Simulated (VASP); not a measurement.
The system is AgI.

```xyz
4
Lattice="4.5952 0.0000 0.0000 -2.2976 3.9796 0.0000 0.0000 0.0000 7.5350" Properties=species:S:1:pos:R:3 pbc="T T T"
Ag    0.0000    2.6531    0.0000
Ag    2.2976    1.3265    3.7675
I     0.0000    2.6531    2.8256
I     2.2976    1.3265    6.5931
```

- Program: VASP 6.6.1
- Task: relaxation of cell and atoms
- Functional: PBE
- Potentials or basis: VASP PAW PBE potentials, release 64 (Ag, I)
- Cutoff: 500 eV
- k mesh: 8 × 8 × 6
- Occupations: gaussian, width 0.05 eV
- Spin: no spin polarisation

At the start: pressure 1.6 GPa; volume 34.45 Å³/atom.

**Question.** Where does the relaxation end?

**Answer.** Over 3 steps the energy falls by 9.1 meV/atom and the volume is 36.36 Å³/atom (+5.6 %); space group P6_3mc (No. 186, to 0.1 Å) before and after.

The path:
```
step  energy change (eV)  largest force (eV/Å)  pressure (GPa)  volume (Å³)
   1              0.0000                0.0190            1.60       137.79
   2             -0.0362                0.0029            0.12       144.78
   3             -0.0365                0.0018            0.00       145.44
```

Final structure:
```
CELL_PARAMETERS angstrom
4.68115 0.00000 0.00000
-2.34057 4.05399 0.00000
0.00000 0.00000 7.66401
ATOMIC_POSITIONS crystal
Ag 0.33333 0.66667 0.00013
Ag 0.66667 0.33333 0.50013
I 0.33333 0.66667 0.37487
I 0.66667 0.33333 0.87487
```
